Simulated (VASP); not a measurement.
Write the native input for VASP 6.6.1 that does the following.

| Property | Result |
| --- | --- |
| Task | single point |
| Functional | LDA |
| Potentials or basis | VASP PAW LDA potentials, release 64 (Y_sv, Te) |
| Cutoff | 520 eV |
| k mesh | 9 × 9 × 9 |
| Occupations | fermi-dirac, width 0.05 eV |
| Spin | no spin polarisation |
| Dipole correction | no |
| Further INCAR settings | ALGO = Normal; EDIFF = 1e-06; NBANDS = 16 |

The structure of YTe lies in POSCAR:

```
YTe
1.0
    0.0000000000      3.0400000000      3.0400000000
    3.0400000000      0.0000000000      3.0400000000
    3.0400000000      3.0400000000      0.0000000000
Y Te
1 1
Direct
    0.5000000000      0.5000000000      0.5000000000
    0.0000000000      0.0000000000      0.0000000000
```

One way to write it, as run:

INCAR

```
SYSTEM = YTe
PREC     = Accurate       ! precision mode
ENCUT    = 520            ! plane-wave cutoff, eV
EDIFF    = 1E-6           ! SCF threshold, eV
ISMEAR   = -1             ! smearing method
SIGMA    = 0.05           ! smearing width, eV
LREAL    = .False.        ! projectors in reciprocal space
LASPH    = .True.         ! aspherical terms in the spheres
NELM     = 60             ! most SCF steps
ALGO     = Normal         ! electronic algorithm
ISIF     = 2              ! what is computed and relaxed
LWAVE    = .False.        ! write WAVECAR
LCHARG   = .True.         ! write CHGCAR
GGA      = CA             ! functional
LELF     = .True.         ! ELF
LVHAR    = .True.       
NBANDS   = 16             ! bands
```

KPOINTS

```
regular mesh
0
Gamma
  9 9 9
  0 0 0
```

Potentials or basis: VASP PAW LDA potentials, release 64 (Y_sv, Te).

Run with:

```sh
$ cat potpaw_LDA.64/Y_sv/POTCAR potpaw_LDA.64/Te/POTCAR > POTCAR
$ mpirun -np 1 vasp_std > vasp.out
```

It gave:

```
Pressure               : -1.6 GPa
Band gap on the k mesh : zero (an odd number of electrons rules out a gap without spin polarisation)
```

Caveat: spin-orbit coupling is left out, which moves the levels of the heavy elements.

Wall time 20 s on 1 thread of Intel(R) Xeon(R) Platinum 8259CL CPU @ 2.50GHz (Skylake/Cascade Lake), with other jobs on the host, peak memory 0.18 GiB.
